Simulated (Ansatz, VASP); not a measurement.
V in VASP and in Ansatz

```
V
1.0
    -1.49887    1.49887    1.49887
     1.49887   -1.49887    1.49887
     1.49887    1.49887   -1.49887
V
1
Cartesian
  0.0000 0.0000 0.0000
```

Alike in both runs: task electric field gradients; functional LDA; k mesh 16 × 16 × 16; occupations fermi-dirac, width 0.05 eV; collinear spin.

|  | VASP | Ansatz |
| --- | --- | --- |
| version | VASP 6.6.1 | Ansatz 0.2.0 |
| potentials or method | VASP PAW LDA potentials, release 64 (V_sv) | PAW with Ansatz's default frozen-core files, scalar-relativistic |
| plane-wave cutoff (eV) | 520 | 420 |
| valence electrons in the cell | 13 | 13 |

|  | VASP | Ansatz | Ansatz less VASP |
| --- | --- | --- | --- |
| pressure (GPa) | -12.7 | -13.1 | -0.40 |
| net moment per atom (μB) | 0.00 | 0.00 | 0.000 |

LDA's correlation is that of Perdew and Zunger in VASP and of Perdew and Wang (1992) in Ansatz. Ansatz's warnings: seeded moment not kept.
